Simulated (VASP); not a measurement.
# BeS (F-43m) in VASP: single point with PBE

Aim: the single point of BeS with PBE.

All numbers are computed with VASP 6.6.1; they aren't measurements. Logs are shortened: lines on timing, memory, paths and dates and some standing lists are left out, and cuts for length are marked.

### 1 The cell of the first run

Symmetry: F-43m, No. 216, cubic system. The conventional cell has a = 4.870 Å, b = 4.870 Å, c = 4.870 Å, α = 90.00°, β = 90.00°, γ = 90.00°. Be (site symmetry -43m) has 4 S at 2.11 Å within 2.8 Å. Within 2.8 Å of S (site symmetry -43m) lie 4 Be at 2.11 Å.

### 2 Single point, PBE

File INCAR:

```
  PREC = Accurate
  ENCUT = 600
  EDIFF = 1E-6
  ISMEAR = 0
  SIGMA = 0.1
  LREAL = F
  LASPH = T
  NELM = 120
  ALGO = Normal
  ISIF = 2
  LWAVE = F
  LCHARG = T
  GGA = PE
  LELF = T
  LVHAR = T
  NBANDS = 11
  GGA_COMPAT = F
```

File KPOINTS:

```
Automatic mesh
0
Gamma
  6 6 6
```

File POSCAR:

```
BeS
1.0
    0.0000000000      2.4351520000      2.4351520000
    2.4351520000      0.0000000000      2.4351520000
    2.4351520000      2.4351520000      0.0000000000
Be S
1 1
Direct
    0.0000000000      0.0000000000      0.0000000000
    0.7500000000      0.7500000000      0.7500000000
```

Potentials or basis: VASP PAW PBE potentials, release 64 (Be, S).

Launch:

```
$ cat potpaw_PBE.64/Be/POTCAR potpaw_PBE.64/S/POTCAR > POTCAR
$ mpirun -np 1 vasp_std > vasp.out
```

OUTCAR:

```text
PREC = Accurate
   ENCUT = 600
   EDIFF = 1E-6
   ISMEAR = 0
   LREAL = F
   LASPH = T
   NELM = 120
   ISIF = 2
   GGA = PE

 ion  position               nearest neighbor table
   1  0.000  0.000  0.000-   2 2.11   2 2.11   2 2.11   2 2.11
   2  0.750  0.750  0.750-   1 2.11   1 2.11   1 2.11   1 2.11

  LATTYP: Found a face centered cubic cell.
 ALAT       =     4.8703040000

  Lattice vectors:

 A1 = (   0.0000000000,   2.4351520000,   2.4351520000)
 A2 = (   2.4351520000,   0.0000000000,   2.4351520000)
 A3 = (   2.4351520000,   2.4351520000,   0.0000000000)

Analysis of symmetry for initial positions (statically):
=====================================================================
 Subroutine PRICEL returns:
 Original cell was already a primitive cell.

 Routine SETGRP: Setting up the symmetry group for a
 face centered cubic supercell.

 Subroutine GETGRP returns: Found 24 space group operations
 (whereof 24 operations were pure point group operations)
 out of a pool of 48 trial point group operations.

The static configuration has the point symmetry T_d .

Analysis of symmetry for dynamics (positions and initial velocities):
=====================================================================
 Subroutine PRICEL returns:
 Original cell was already a primitive cell.

 Routine SETGRP: Setting up the symmetry group for a
 face centered cubic supercell.

 Subroutine GETGRP returns: Found 24 space group operations
 (whereof 24 operations were pure point group operations)
 out of a pool of 48 trial point group operations.

The dynamic configuration has the point symmetry T_d .

 Subroutine INISYM returns: Found 24 space group operations
 (whereof 24 operations are pure point group operations),
 and found     1 'primitive' translations

----------------------------------------------------------------------------------------

                                     Primitive cell

  volume of cell :      28.8807

  direct lattice vectors                    reciprocal lattice vectors
     0.000000000  2.435152000  2.435152000    -0.205325992  0.205325992  0.205325992
     2.435152000  0.000000000  2.435152000     0.205325992 -0.205325992  0.205325992
     2.435152000  2.435152000  0.000000000     0.205325992  0.205325992 -0.205325992

  length of vectors
     3.443824985  3.443824985  3.443824985     0.355635050  0.355635050  0.355635050

  position of ions in fractional coordinates (direct lattice)
     0.000000000  0.000000000  0.000000000
     0.750000000  0.750000000  0.750000000

  ion indices of the primitive-cell ions
   primitive index   ion index
                 1           1
                 2           2

----------------------------------------------------------------------------------------

 KPOINTS: Automatic mesh

Automatic generation of k-mesh.
 Grid dimensions read from file:
 generate k-points for:    6    6    6

 Generating k-lattice:

  Cartesian coordinates                     Fractional coordinates (reciprocal lattice)
    -0.034220999  0.034220999  0.034220999     0.166666667  0.000000000  0.000000000
     0.034220999 -0.034220999  0.034220999     0.000000000  0.166666667  0.000000000
     0.034220999  0.034220999 -0.034220999     0.000000000  0.000000000  0.166666667

  Length of vectors
     0.059272508  0.059272508  0.059272508

  Shift w.r.t. Gamma in fractional coordinates (k-lattice)
     0.000000000  0.000000000  0.000000000

 Subroutine IBZKPT returns following result:
 ===========================================

 Found     16 irreducible k-points:

 Following reciprocal coordinates:
            Coordinates               Weight
  0.000000  0.000000  0.000000      1.000000
  0.166667  0.000000  0.000000      8.000000
  0.333333  0.000000  0.000000      8.000000
  0.500000  0.000000  0.000000      4.000000
  0.166667  0.166667  0.000000      6.000000
  0.333333  0.166667  0.000000     24.000000
[... 8 lines left out ...]
 -0.333333  0.333333  0.166667     24.000000
 -0.333333  0.500000  0.166667     12.000000
   k-points           NKPTS =     16   k-points in BZ     NKDIM =     16   number of bands    NBANDS=     11
   number of dos      NEDOS =    301   number of ions     NIONS =      2
   total plane-waves  NPLWV =  21952
   dimension x,y,z NGX =    28 NGY =   28 NGZ =   28
   dimension x,y,z NGXF=    56 NGYF=   56 NGZF=   56
   ions per type =               1   1
   NGX,Y,Z   is equivalent  to a cutoff of  13.52, 13.52, 13.52 a.u.
   NGXF,Y,Z  is equivalent  to a cutoff of  27.03, 27.03, 27.03 a.u.
 SYSTEM =  unknown system
   PREC   = accura    normal or accurate (medium, high low for compatibility)
   ISTART =      0    job   : 0-new  1-cont  2-samecut
   ICHARG =      2    charge: 1-file 2-atom 10-const
   ISPIN  =      1    spin polarized calculation?
   LNONCOLLINEAR =      F non collinear calculations
   LSORBIT =      F    spin-orbit coupling
   LASPH  =      T    aspherical Exc in radial PAW
   ENCUT  =  600.0 eV  44.10 Ry    6.64 a.u.   6.88  6.88  6.88*2*pi/ulx,y,z
   NELM   =    120;   NELMIN=  2; NELMDL= -5     # of ELM steps
   EDIFF  = 0.1E-05   stopping-criterion for ELM
   LREAL  =      F    real-space projection
   EDIFFG = 0.1E-04   stopping-criterion for IOM
   NSW    =      0    number of steps for IOM
   IBRION =     -1    ionic relax: 0-MD 1-quasi-New 2-CG
   NFREE  =      0    steps in history (QN), initial steepest desc. (CG)
   ISIF   =      2    stress and relaxation
   ISYM   =      2    0-nonsym 1-usesym 2-fastsym
   POTIM  = 0.5000    time-step for ionic-motion
   TEBEG  =    0.0;   TEEND  =   0.0 temperature during run
   PSTRESS=    0.0 pullay stress
   NELECT =       8.0000    total number of electrons
   NUPDOWN=      -1.0000    fix difference up-down
   EMIN   =  10.00;   EMAX   =-10.00  energy-range for DOS
   EFERMI =   0.00;   METHOD = LEGACY
   ISMEAR =     0;   SIGMA  =   0.10  broadening in eV -4-tet -1-fermi 0-gaus
   EFERMI_NEDOS =   21; number of points for ismear=-14 and -15
   IALGO  =     38    algorithm
   IMIX   =      4    mixing-type and parameters
     AMIX     =   0.40;   BMIX     =  1.00
     AMIX_MAG =   1.60;   BMIX_MAG =  1.00
  volume/ion in A,a.u.               =      14.44        97.45
  Fermi-wavevector in a.u.,A,eV,Ry     =   1.067174  2.016667 15.495149  1.138861
  Thomas-Fermi vector in A             =   2.202782
   LORBIT       =      0    0 simple, 1 ext, 2 COOP (PROOUT), +10 PAW based schemes
   GGA     = PE    functional components
   LHFCALC =     F    Hartree Fock is set to
   AEXX    =    0.0000 exact exchange contribution
   IVDW    =     0    specifies the selected vdW correction
   LEPSILON=     F    determine dielectric tensor
   LRPA    =     F    only Hartree local field effects (RPA)
 non-spin polarized calculation
 Gauss-broadening in eV      SIGMA  =   0.10
  energy-cutoff  :      600.00
  volume of cell :       28.88
 maximum number of plane-waves:       982
   NGX = 13   NGY = 13   NGZ = 13

 number of electron       7.9999999 magnetization

 Free energy of the ion-electron system (eV)
  ---------------------------------------------------
  ext. energy  EPLUGINS =         0.00000000
  ---------------------------------------------------
  free energy    TOTEN  =       -10.01080798 eV

  energy without entropy =      -10.01080798  energy(sigma->0) =      -10.01080798

 E-fermi :   4.5220     XC(G=0):  -9.6782

 val. band max:        4.0475318208   @ k =   0.0000   0.0000   0.0000
 cond. band min:       7.1852151236   @ k =   0.5000   0.5000   0.0000
 fundamental gap:      3.1376833027
 Fermi energy:         4.5220159418

 k-point     1 :       0.0000    0.0000    0.0000
  band No.  band energies     occupation
      1      -9.5614      2.00000
      2       4.0475      2.00000
      3       4.0475      2.00000
      4       4.0475      2.00000
      5       9.7210      0.00000
      6       9.7210      0.00000
      7       9.7210      0.00000
      8       9.8276      0.00000
      9      16.8356      0.00000
     10      16.8356      0.00000
     11      18.8221      0.00000

 k-point     2 :       0.1667    0.0000    0.0000
  band No.  band energies     occupation
      1      -9.2560      2.00000
      2       2.1809      2.00000
      3       3.7276      2.00000
      4       3.7276      2.00000
      5       9.6060      0.00000
      6      10.2781      0.00000
      7      10.2781      0.00000
      8      11.8250      0.00000
      9      15.9255      0.00000
     10      15.9255      0.00000
     11      18.5499      0.00000

 k-point     3 :       0.3333    0.0000    0.0000
  band No.  band energies     occupation
      1      -8.4962      2.00000
      2      -0.4536      2.00000
      3       3.2323      2.00000
      4       3.2323      2.00000
      5       9.5242      0.00000
      6      10.7040      0.00000
      7      10.7040      0.00000
      8      14.3634      0.00000
      9      16.6489      0.00000
     10      16.6489      0.00000
     11      18.2200      0.00000

 k-point     4 :       0.5000    0.0000    0.0000
  band No.  band energies     occupation
      1      -7.9849      2.00000
      2      -1.6600      2.00000
      3       3.0303      2.00000
      4       3.0303      2.00000
      5       9.4805      0.00000
      6      10.6116      0.00000
      7      10.6116      0.00000
      8      15.1955      0.00000
      9      18.9285      0.00000
     10      18.9285      0.00000
     11      19.1263      0.00000

 k-point     5 :       0.1667    0.1667    0.0000
  band No.  band energies     occupation
      1      -9.1544      2.00000
      2       2.5230      2.00000
      3       3.1351      2.00000
      4       3.1351      2.00000
      5       9.0408      0.00000
      6      11.2375      0.00000
      7      11.2718      0.00000
      8      11.2718      0.00000
      9      14.4372      0.00000
     10      17.4237      0.00000
     11      19.8682      0.00000
[... 99 lines left out ...]
 k-point    13 :       0.5000    0.5000    0.0000
  band No.  band energies     occupation
      1      -7.4539      2.00000
      2      -0.9085      2.00000
      3       1.4492      2.00000
      4       1.4492      2.00000
      5       7.1852      0.00000
      6       8.9749      0.00000
      7      16.7282      0.00000
      8      16.7282      0.00000
      9      19.4413      0.00000
     10      20.3747      0.00000
     11      20.8748      0.00000

 k-point    14 :       0.5000    0.3333    0.1667
  band No.  band energies     occupation
      1      -7.9367      2.00000
      2      -0.2828      2.00000
      3       1.1028      2.00000
      4       2.1698      2.00000
      5       9.8041      0.00000
      6      11.0836      0.00000
      7      11.8111      0.00000
      8      14.2861      0.00000
      9      16.6071      0.00000
     10      18.5771      0.00000
     11      20.6222      0.00000

 k-point    15 :      -0.3333    0.3333    0.1667
  band No.  band energies     occupation
      1      -7.5651      2.00000
      2      -0.7490      2.00000
      3       0.6540      2.00000
      4       1.7026      2.00000
      5      10.2280      0.00000
      6      11.0543      0.00000
      7      13.4475      0.00000
      8      14.2810      0.00000
      9      15.2210      0.00000
     10      19.4351      0.00000
     11      20.3020      0.00000

 k-point    16 :      -0.3333    0.5000    0.1667
  band No.  band energies     occupation
      1      -7.4147      2.00000
      2      -0.4941      2.00000
      3       0.6829      2.00000
      4       0.9116      2.00000
      5       9.1979      0.00000
      6      10.7128      0.00000
      7      14.0119      0.00000
      8      14.4738      0.00000
      9      18.4032      0.00000
     10      18.4523      0.00000
     11      20.9568      0.00000

------------------------ aborting loop because EDIFF is reached ----------------------------------------

  FORCE on cell =-STRESS in cart. coord.  units (eV):
  Direction    XX          YY          ZZ          XY          YZ          ZX
  --------------------------------------------------------------------------------------
  -------------------------------------------------------------------------------------
  Total        0.0751636      0.0751636      0.0751636      0.0000000      0.0000000      0.0000000
  in kB        4.1697510      4.1697510      4.1697510      0.0000000      0.0000000      0.0000000
  external PRESSURE =       4.1697510 kB  Pullay stress =       0.0000000 kB

 VOLUME and BASIS-vectors are now :
 -----------------------------------------------------------------------------
  energy-cutoff  :      600.00
  volume of cell :       28.88
      direct lattice vectors                 reciprocal lattice vectors
     0.000000000  2.435152000  2.435152000    -0.205325992  0.205325992  0.205325992
     2.435152000  0.000000000  2.435152000     0.205325992 -0.205325992  0.205325992
     2.435152000  2.435152000  0.000000000     0.205325992  0.205325992 -0.205325992

 POSITION                                       TOTAL-FORCE (eV/Angst)
 -----------------------------------------------------------------------------------
      0.00000      0.00000      0.00000        -0.000000     -0.000000     -0.000000
      3.65273      3.65273      3.65273         0.000000      0.000000      0.000000
 -----------------------------------------------------------------------------------
    total drift:                                0.000000      0.000000     -0.000000

  FREE ENERGIE OF THE ION-ELECTRON SYSTEM (eV)
  ---------------------------------------------------
  free  energy   TOTEN  =       -10.0108079766 eV

  energy  without entropy=      -10.0108079766  energy(sigma->0) =      -10.01080798
```

It took 6.2 s on 1 thread of Intel Xeon Platinum 8488C (Sapphire Rapids), shared host; peak memory 0.14 GiB.

Results:

* Free energy: -10.0108 eV
* Pressure: 0.4 GPa
* Band gap on the k mesh: 3.14 eV, indirect (least direct gap 5.67 eV)

A k mesh can miss the band edges. Expect the measured gap to be larger: semilocal functionals such as PBE lack the derivative discontinuity.
